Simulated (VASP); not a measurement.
Input of a VASP 6.6.1 run:

INCAR

```
SYSTEM = Na
ALGO = Normal
EDIFF = 1E-6
ENCUT = 520
GGA = PE
ISIF = 2
ISMEAR = -1
LASPH = .TRUE.
LCHARG = .FALSE.
LREAL = .FALSE.
LWAVE = .FALSE.
NBANDS = 10
NELM = 100
PREC = Accurate
SIGMA = 0.06122561905347299
```

KPOINTS

```
k-points
0
G
  32 32 32
  0 0 0
```

Contents of POSCAR:

```
Na
1.0
    3.4130639266      0.0000000000      0.0000000000
    0.0000000000      3.4130639266      0.0000000000
    0.0000000000      0.0000000000      3.4130639266
Na
1
Direct
    0.0000000000      0.0000000000      0.0000000000
```

Potentials or basis: VASP PAW PBE potentials, release 64 (Na_pv).

Command:

```bash
$ cat potpaw_PBE.64/Na_pv/POTCAR > POTCAR
$ mpirun -np 1 vasp_std > vasp.out
```

(1) What does it give for the pressure?

Results:

(1) 0.0 GPa.
